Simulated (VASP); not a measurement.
# SnTe (F-43m) in VASP: notebook

SnTe is run at these levels: revPBE, RPBE, PBEsol, LDA; tasks: single point.

All numbers are computed with VASP 6.6.1; they aren't measurements. Logs are shortened: lines on timing, memory, paths and dates and some standing lists are left out, and cuts for length are marked.

## 1. The cell of the first run

Symmetry: F-43m, No. 216, cubic system. The conventional cell has a = 7.222 Å, b = 7.222 Å, c = 7.222 Å, α = 90.00°, β = 90.00°, γ = 90.00°. Te (site symmetry -43m) has 4 Sn at 3.13 Å within 4.1 Å. Sn (site symmetry -43m) has 4 Te at 3.13 Å within 4.1 Å.

## 2. Single point, revPBE

INCAR

```
ALGO     = Normal         # electronic algorithm
EDIFF    = 1E-6           # SCF threshold, eV
ENCUT    = 520            # plane-wave cutoff, eV
GGA      = RE             # functional
ISIF     = 2              # what is computed and relaxed
ISMEAR   = -1             # smearing method
LASPH    = T              # aspherical terms in the spheres
LCHARG   = F              # write CHGCAR
LREAL    = F              # projectors in reciprocal space
LWAVE    = F              # write WAVECAR
NBANDS   = 17             # bands
NELM     = 100            # most SCF steps
PREC     = Accurate       # precision mode
SIGMA    = 0.05           # smearing width, eV
```

KPOINTS

```
k-points
0
Gamma
  7 7 7
```

POSCAR

```
SnTe
1.0
    0.0000000000      3.6111460000      3.6111460000
    3.6111460000      0.0000000000      3.6111460000
    3.6111460000      3.6111460000      0.0000000000
Te Sn
1 1
Direct
    0.2500000000      0.2500000000      0.2500000000
    0.0000000000      0.0000000000      0.0000000000
```

Potentials or basis: VASP PAW PBE potentials, release 64 (Te, Sn_d).

Launch:

```console
$ cat potpaw_PBE.64/Te/POTCAR potpaw_PBE.64/Sn_d/POTCAR > POTCAR
$ mpirun -np 1 vasp_std > vasp.out
```

OUTCAR:

```text
EDIFF = 1E-6
   ENCUT = 520
   GGA = RE
   ISIF = 2
   ISMEAR = -1
   LASPH = T
   LREAL = F
   NELM = 100
   PREC = Accurate

 ion  position               nearest neighbor table
   1  0.250  0.250  0.250-   2 3.13   2 3.13   2 3.13   2 3.13
   2  0.000  0.000  0.000-   1 3.13   1 3.13   1 3.13   1 3.13

  LATTYP: Found a face centered cubic cell.
 ALAT       =     7.2222920000

  Lattice vectors:

 A1 = (   0.0000000000,   3.6111460000,   3.6111460000)
 A2 = (   3.6111460000,   0.0000000000,   3.6111460000)
 A3 = (   3.6111460000,   3.6111460000,   0.0000000000)

Analysis of symmetry for initial positions (statically):
=====================================================================
 Subroutine PRICEL returns:
 Original cell was already a primitive cell.

 Routine SETGRP: Setting up the symmetry group for a
 face centered cubic supercell.

 Subroutine GETGRP returns: Found 24 space group operations
 (whereof 24 operations were pure point group operations)
 out of a pool of 48 trial point group operations.

The static configuration has the point symmetry T_d .

Analysis of symmetry for dynamics (positions and initial velocities):
=====================================================================
 Subroutine PRICEL returns:
 Original cell was already a primitive cell.

 Routine SETGRP: Setting up the symmetry group for a
 face centered cubic supercell.

 Subroutine GETGRP returns: Found 24 space group operations
 (whereof 24 operations were pure point group operations)
 out of a pool of 48 trial point group operations.

The dynamic configuration has the point symmetry T_d .

 Subroutine INISYM returns: Found 24 space group operations
 (whereof 24 operations are pure point group operations),
 and found     1 'primitive' translations

----------------------------------------------------------------------------------------

                                     Primitive cell

  volume of cell :      94.1814

  direct lattice vectors                    reciprocal lattice vectors
     0.000000000  3.611146000  3.611146000    -0.138460201  0.138460201  0.138460201
     3.611146000  0.000000000  3.611146000     0.138460201 -0.138460201  0.138460201
     3.611146000  3.611146000  0.000000000     0.138460201  0.138460201 -0.138460201

  length of vectors
     5.106931649  5.106931649  5.106931649     0.239820102  0.239820102  0.239820102

  position of ions in fractional coordinates (direct lattice)
     0.250000000  0.250000000  0.250000000
     0.000000000  0.000000000  0.000000000

  ion indices of the primitive-cell ions
   primitive index   ion index
                 1           1
                 2           2

----------------------------------------------------------------------------------------

 KPOINTS: k-points

Automatic generation of k-mesh.
 Grid dimensions read from file:
 generate k-points for:    7    7    7

 Generating k-lattice:

  Cartesian coordinates                     Fractional coordinates (reciprocal lattice)
    -0.019780029  0.019780029  0.019780029     0.142857143  0.000000000  0.000000000
     0.019780029 -0.019780029  0.019780029     0.000000000  0.142857143  0.000000000
     0.019780029  0.019780029 -0.019780029     0.000000000  0.000000000  0.142857143

  Length of vectors
     0.034260015  0.034260015  0.034260015

  Shift w.r.t. Gamma in fractional coordinates (k-lattice)
     0.000000000  0.000000000  0.000000000

 Subroutine IBZKPT returns following result:
 ===========================================

 Found     20 irreducible k-points:

 Following reciprocal coordinates:
            Coordinates               Weight
  0.000000  0.000000  0.000000      1.000000
  0.142857  0.000000  0.000000      8.000000
  0.285714  0.000000  0.000000      8.000000
  0.428571  0.000000  0.000000      8.000000
  0.142857  0.142857  0.000000      6.000000
  0.285714  0.142857  0.000000     24.000000
[... 12 lines left out ...]
 -0.428571  0.428571  0.142857     24.000000
 -0.285714  0.428571  0.142857     24.000000
   k-points           NKPTS =     20   k-points in BZ     NKDIM =     20   number of bands    NBANDS=     17
   number of dos      NEDOS =    301   number of ions     NIONS =      2
   total plane-waves  NPLWV =  64000
   dimension x,y,z NGX =    40 NGY =   40 NGZ =   40
   dimension x,y,z NGXF=    80 NGYF=   80 NGZF=   80
   ions per type =               1   1
   NGX,Y,Z   is equivalent  to a cutoff of  13.02, 13.02, 13.02 a.u.
   NGXF,Y,Z  is equivalent  to a cutoff of  26.04, 26.04, 26.04 a.u.
 SYSTEM =  unknown system
   PREC   = accura    normal or accurate (medium, high low for compatibility)
   ISTART =      0    job   : 0-new  1-cont  2-samecut
   ICHARG =      2    charge: 1-file 2-atom 10-const
   ISPIN  =      1    spin polarized calculation?
   LNONCOLLINEAR =      F non collinear calculations
   LSORBIT =      F    spin-orbit coupling
   LASPH  =      T    aspherical Exc in radial PAW
   ENCUT  =  520.0 eV  38.22 Ry    6.18 a.u.   9.50  9.50  9.50*2*pi/ulx,y,z
   NELM   =    100;   NELMIN=  2; NELMDL= -5     # of ELM steps
   EDIFF  = 0.1E-05   stopping-criterion for ELM
   LREAL  =      F    real-space projection
   EDIFFG = 0.1E-04   stopping-criterion for IOM
   NSW    =      0    number of steps for IOM
   IBRION =     -1    ionic relax: 0-MD 1-quasi-New 2-CG
   NFREE  =      0    steps in history (QN), initial steepest desc. (CG)
   ISIF   =      2    stress and relaxation
   ISYM   =      2    0-nonsym 1-usesym 2-fastsym
   POTIM  = 0.5000    time-step for ionic-motion
   TEBEG  =    0.0;   TEEND  =   0.0 temperature during run
   PSTRESS=    0.0 pullay stress
   NELECT =      20.0000    total number of electrons
   NUPDOWN=      -1.0000    fix difference up-down
   EMIN   =  10.00;   EMAX   =-10.00  energy-range for DOS
   EFERMI =   0.00;   METHOD = LEGACY
   ISMEAR =    -1;   SIGMA  =   0.05  broadening in eV -4-tet -1-fermi 0-gaus
   EFERMI_NEDOS =   21; number of points for ismear=-14 and -15
   IALGO  =     38    algorithm
   IMIX   =      4    mixing-type and parameters
     AMIX     =   0.40;   BMIX     =  1.00
     AMIX_MAG =   1.60;   BMIX_MAG =  1.00
  volume/ion in A,a.u.               =      47.09       317.78
  Fermi-wavevector in a.u.,A,eV,Ry     =   0.976704  1.845704 12.979296  0.953951
  Thomas-Fermi vector in A             =   2.107344
   LORBIT       =      0    0 simple, 1 ext, 2 COOP (PROOUT), +10 PAW based schemes
   GGA     = RE    functional components
   LHFCALC =     F    Hartree Fock is set to
   AEXX    =    0.0000 exact exchange contribution
   IVDW    =     0    specifies the selected vdW correction
   LEPSILON=     F    determine dielectric tensor
   LRPA    =     F    only Hartree local field effects (RPA)
 non-spin polarized calculation
  energy-cutoff  :      520.00
  volume of cell :       94.18
 maximum number of plane-waves:      2637
 NGX is ok and might be reduce to    40
   NGX = 19   NGY = 19   NGZ = 19

 number of electron      19.9999999 magnetization

 Free energy of the ion-electron system (eV)
  ---------------------------------------------------
  ext. energy  EPLUGINS =         0.00000000
  ---------------------------------------------------
  free energy    TOTEN  =        -6.57835909 eV

  energy without entropy =       -6.57764636  energy(sigma->0) =       -6.57800273

 E-fermi :   3.3414     XC(G=0):  -7.2550

 val. band max:        3.1061677027   @ k =  -0.2857   0.4286   0.1429
 cond. band min:       3.5051847905   @ k =   0.4286   0.4286   0.0000
 fundamental gap:      0.3990170878
 Fermi energy:         3.3414007586

 k-point     1 :       0.0000    0.0000    0.0000
  band No.  band energies     occupation
      1     -18.5812      2.00000
      2     -18.5812      2.00000
      3     -18.5812      2.00000
      4     -18.5735      2.00000
      5     -18.5735      2.00000
      6      -8.2285      2.00000
[... 9 lines left out ...]
     16       9.7243      0.00000
     17      11.0203      0.00000

 k-point     2 :       0.1429    0.0000    0.0000
  band No.  band energies     occupation
      1     -18.5814      2.00000
      2     -18.5809      2.00000
      3     -18.5809      2.00000
      4     -18.5735      2.00000
      5     -18.5735      2.00000
      6      -8.1431      2.00000
[... 9 lines left out ...]
     16       9.3246      0.00000
     17      10.6584      0.00000

 k-point     3 :       0.2857    0.0000    0.0000
  band No.  band energies     occupation
      1     -18.5819      2.00000
      2     -18.5803      2.00000
      3     -18.5803      2.00000
      4     -18.5734      2.00000
      5     -18.5734      2.00000
      6      -7.9278      2.00000
[... 9 lines left out ...]
     16       9.2580      0.00000
     17      10.7802      0.00000

 k-point     4 :       0.4286    0.0000    0.0000
  band No.  band energies     occupation
      1     -18.5823      2.00000
      2     -18.5799      2.00000
      3     -18.5799      2.00000
      4     -18.5733      2.00000
      5     -18.5733      2.00000
      6      -7.7226      2.00000
[... 9 lines left out ...]
     16       9.9426      0.00000
     17      10.1971      0.00000
[... 263 lines left out ...]
      1     -18.5829      2.00000
      2     -18.5796      2.00000
      3     -18.5791      2.00000
      4     -18.5736      2.00000
      5     -18.5731      2.00000
      6      -7.5860      2.00000
[... 9 lines left out ...]
     16      10.6358      0.00000
     17      11.3153      0.00000

 k-point    19 :      -0.4286    0.4286    0.1429
  band No.  band energies     occupation
      1     -18.5837      2.00000
      2     -18.5791      2.00000
      3     -18.5785      2.00000
      4     -18.5740      2.00000
      5     -18.5729      2.00000
      6      -7.5082      2.00000
[... 9 lines left out ...]
     16      11.0679      0.00000
     17      11.7641      0.00000

 k-point    20 :      -0.2857    0.4286    0.1429
  band No.  band energies     occupation
      1     -18.5833      2.00000
      2     -18.5794      2.00000
      3     -18.5786      2.00000
      4     -18.5738      2.00000
      5     -18.5731      2.00000
      6      -7.4854      2.00000
[... 9 lines left out ...]
     16      10.7090      0.00000
     17      12.0188      0.00000

------------------------ aborting loop because EDIFF is reached ----------------------------------------

  FORCE on cell =-STRESS in cart. coord.  units (eV):
  Direction    XX          YY          ZZ          XY          YZ          ZX
  --------------------------------------------------------------------------------------
  -------------------------------------------------------------------------------------
  Total        0.3965522      0.3965522      0.3965522     -0.0000000      0.0000000      0.0000000
  in kB        6.7459911      6.7459911      6.7459911     -0.0000000      0.0000000      0.0000000
  external PRESSURE =       6.7459911 kB  Pullay stress =       0.0000000 kB

 VOLUME and BASIS-vectors are now :
 -----------------------------------------------------------------------------
  energy-cutoff  :      520.00
  volume of cell :       94.18
      direct lattice vectors                 reciprocal lattice vectors
     0.000000000  3.611146000  3.611146000    -0.138460201  0.138460201  0.138460201
     3.611146000  0.000000000  3.611146000     0.138460201 -0.138460201  0.138460201
     3.611146000  3.611146000  0.000000000     0.138460201  0.138460201 -0.138460201

 POSITION                                       TOTAL-FORCE (eV/Angst)
 -----------------------------------------------------------------------------------
      1.80557      1.80557      1.80557         0.000000      0.000000      0.000000
      0.00000      0.00000      0.00000        -0.000000     -0.000000     -0.000000
 -----------------------------------------------------------------------------------
    total drift:                               -0.000000     -0.000000     -0.000000

  FREE ENERGIE OF THE ION-ELECTRON SYSTEM (eV)
  ---------------------------------------------------
  free  energy   TOTEN  =        -6.5783590941 eV

  energy  without entropy=       -6.5776463639  energy(sigma->0) =       -6.57800273
```

Wall time 16 s (1 thread of Intel Xeon 6975P-C (Granite Rapids), shared host); peak memory 0.24 GiB.

Results:

```
Free energy            : -6.5784 eV
Pressure               : 0.7 GPa
Band gap on the k mesh : 0.40 eV, indirect (least direct gap 0.88 eV)
```

Caveat: the PAW data sets were made with another functional, which shifts forces and pressure a little; spin-orbit coupling is left out, which moves the levels of the heavy elements. A k mesh can miss the band edges.

## 3. Single point, RPBE

This run uses another cell than the first one, of 48.88 Å³/atom, 1.038 times its volume.

INCAR

```
PREC = Accurate ; ENCUT = 520
EDIFF = 1E-6 ; ISMEAR = -1
SIGMA = 0.05 ; LREAL = F
LASPH = T ; NELM = 100
ALGO = Normal ; ISIF = 2
LWAVE = F ; LCHARG = F
GGA = RP ; NBANDS = 17
```

KPOINTS

```
Automatic mesh
0
Gamma
  7 7 7
```

POSCAR

```
SnTe
1.0
    0.0000000000      3.6563579903      3.6563579903
    3.6563579903      0.0000000000      3.6563579903
    3.6563579903      3.6563579903      0.0000000000
Te Sn
1 1
Direct
    0.2500000000      0.2500000000      0.2500000000
    0.0000000000      0.0000000000      0.0000000000
```

Potentials or basis: VASP PAW PBE potentials, release 64 (Te, Sn_d).

Launch:

```console
$ cat potpaw_PBE.64/Te/POTCAR potpaw_PBE.64/Sn_d/POTCAR > POTCAR
$ mpirun -np 1 vasp_std > vasp.out
```

OUTCAR:

```text
PREC = Accurate
   ENCUT = 520
   EDIFF = 1E-6
   ISMEAR = -1
   LREAL = F
   LASPH = T
   NELM = 100
   ISIF = 2
   GGA = RP

 ion  position               nearest neighbor table
   1  0.250  0.250  0.250-   2 3.17   2 3.17   2 3.17   2 3.17
   2  0.000  0.000  0.000-   1 3.17   1 3.17   1 3.17   1 3.17

  LATTYP: Found a face centered cubic cell.
 ALAT       =     7.3127159806

  Lattice vectors:

 A1 = (   0.0000000000,   3.6563579903,   3.6563579903)
 A2 = (   3.6563579903,   0.0000000000,   3.6563579903)
 A3 = (   3.6563579903,   3.6563579903,   0.0000000000)

Analysis of symmetry for initial positions (statically):
=====================================================================
 Subroutine PRICEL returns:
 Original cell was already a primitive cell.

 Routine SETGRP: Setting up the symmetry group for a
 face centered cubic supercell.

 Subroutine GETGRP returns: Found 24 space group operations
 (whereof 24 operations were pure point group operations)
[... 154 lines left out ...]
  free energy    TOTEN  =        -6.54033536 eV

  energy without entropy =       -6.54000580  energy(sigma->0) =       -6.54017058

 E-fermi :   3.0842     XC(G=0):  -7.0467

 val. band max:        2.8003957586   @ k =  -0.2857   0.4286   0.1429
 cond. band min:       3.2971257916   @ k =   0.4286   0.4286   0.0000
 fundamental gap:      0.4967300330
 Fermi energy:         3.0841706205

 k-point     1 :       0.0000    0.0000    0.0000
  band No.  band energies     occupation
      1     -18.8875      2.00000
      2     -18.8875      2.00000
      3     -18.8875      2.00000
      4     -18.8822      2.00000
      5     -18.8822      2.00000
      6      -8.3161      2.00000
[... 377 lines left out ...]
      4     -18.8824      2.00000
      5     -18.8819      2.00000
      6      -7.6369      2.00000
[... 9 lines left out ...]
     16      10.3779      0.00000
     17      11.6795      0.00000

------------------------ aborting loop because EDIFF is reached ----------------------------------------

  FORCE on cell =-STRESS in cart. coord.  units (eV):
  Direction    XX          YY          ZZ          XY          YZ          ZX
  --------------------------------------------------------------------------------------
  -------------------------------------------------------------------------------------
  Total        0.0164489      0.0164489      0.0164489      0.0000000      0.0000000      0.0000000
  in kB        0.2695703      0.2695703      0.2695703      0.0000000      0.0000000      0.0000000
  external PRESSURE =       0.2695703 kB  Pullay stress =       0.0000000 kB

 VOLUME and BASIS-vectors are now :
 -----------------------------------------------------------------------------
  energy-cutoff  :      520.00
  volume of cell :       97.76
      direct lattice vectors                 reciprocal lattice vectors
     0.000000000  3.656357990  3.656357990    -0.136748098  0.136748098  0.136748098
     3.656357990  0.000000000  3.656357990     0.136748098 -0.136748098  0.136748098
     3.656357990  3.656357990  0.000000000     0.136748098  0.136748098 -0.136748098

 POSITION                                       TOTAL-FORCE (eV/Angst)
 -----------------------------------------------------------------------------------
      1.82818      1.82818      1.82818         0.000000      0.000000      0.000000
      0.00000      0.00000      0.00000        -0.000000     -0.000000     -0.000000
 -----------------------------------------------------------------------------------
    total drift:                               -0.000000     -0.000000     -0.000000

  FREE ENERGIE OF THE ION-ELECTRON SYSTEM (eV)
  ---------------------------------------------------
  free  energy   TOTEN  =        -6.5403353577 eV

  energy  without entropy=       -6.5400058003  energy(sigma->0) =       -6.54017058
```

stdout:

```text
POSCAR found type information on POSCAR TeSn
 POSCAR found :  2 types and       2 ions
 scaLAPACK will be used
 -----------------------------------------------------------------------------
|                                                                             |
|                                                                             |
|     You enforced a specific xc type in the INCAR file but a different       |
|     I HOPE YOU KNOW WHAT YOU ARE DOING!                                     |
|                                                                             |
 -----------------------------------------------------------------------------

 LDA part: xc-table for (Slater+PW92), standard interpolation
 POSCAR, INCAR and KPOINTS ok, starting setup
 FFT: planning ... GRIDC
 FFT: planning ... GRID_SOFT
 FFT: planning ... GRID
 WAVECAR not read
 entering main loop
```

Wall time 16 s (1 thread of Intel Xeon 6975P-C (Granite Rapids), shared host); peak memory 0.24 GiB.

What came out:

```yaml
Free_energy: -6.5403 eV
Pressure: 0.0 GPa
Band_gap_on_the_k_mesh: 0.50 eV, indirect (least direct gap 0.93 eV)
```

Caveat: the PAW data sets were made with another functional, which shifts forces and pressure a little; spin-orbit coupling is left out, which moves the levels of the heavy elements. A k mesh can miss the band edges.

## 4. Single point, PBEsol, non-collinear spin, zero start, spin-orbit coupling

INCAR

```
PREC = Accurate
ENCUT = 520
EDIFF = 1E-7
ISMEAR = -1
SIGMA = 0.05
LREAL = F
LASPH = T
NELM = 150
ALGO = Normal
ISIF = 2
LWAVE = F
LCHARG = F
MAGMOM = 0 0 0 0 0 0
LORBIT = 11
LSORBIT = T
GGA_COMPAT = F
LORBMOM = T
GGA = PS
NBANDS = 32
```

KPOINTS

```
Automatic mesh
0
Gamma
  5 5 5
```

POSCAR

```
SnTe
1.0
    0.0000000000      3.6111460000      3.6111460000
    3.6111460000      0.0000000000      3.6111460000
    3.6111460000      3.6111460000      0.0000000000
Te Sn
1 1
Direct
    0.2500000000      0.2500000000      0.2500000000
    0.0000000000      0.0000000000      0.0000000000
```

Launch:

```console
$ cat potpaw_PBE.64/Te/POTCAR potpaw_PBE.64/Sn_d/POTCAR > POTCAR
$ mpirun -np 1 vasp_ncl > vasp.out
```

Run time: 70 s. Hardware: 1 thread of Intel Xeon 6975P-C (Granite Rapids), shared host; peak memory 0.5 GiB.

It converged, with:

```yaml
Free_energy: -7.7674 eV
Pressure: -1.4 GPa
Net_moment: 0.00 μB per cell
Valence_electrons_inside_the_program's_atomic_spheres: Te 3.35; Sn 12.05
```

Moments on the atoms (μB; x, y, z):
```
Te  0.00 0.00 0.00
Sn  0.00 0.00 0.00
```

Caveat: the PAW data sets were made with another functional, which shifts forces and pressure a little.

(Part 1 of 2 ends here.)
